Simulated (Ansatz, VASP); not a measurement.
## Ga in VASP and in Ansatz

```
CELL_PARAMETERS angstrom
-1.68640 1.68640 1.68640
1.68640 -1.68640 1.68640
1.68640 1.68640 -1.68640
ATOMIC_POSITIONS crystal
Ga 0.00000 0.00000 0.00000
```

Alike in both runs: functional PBE; k mesh 13 × 13 × 13; occupations fermi-dirac, width 0.1 eV; no spin polarisation.

Ansatz relaxed the structure, and its values are those at the end. VASP's run is a single point on that final structure, the one shown.

```csv
,VASP,Ansatz
version,VASP 6.6.1,Ansatz 0.2.0
potentials or method,"VASP PAW PBE potentials, release 64 (Ga_d), cutoff 520 eV","plane waves (420 eV) with PAW, scalar-relativistic"
valence electrons in the cell,13,13
```

|  | VASP | Ansatz | Ansatz less VASP |
| --- | --- | --- | --- |
| pressure (GPa) | 0.1 | 0.0 | -0.06 |
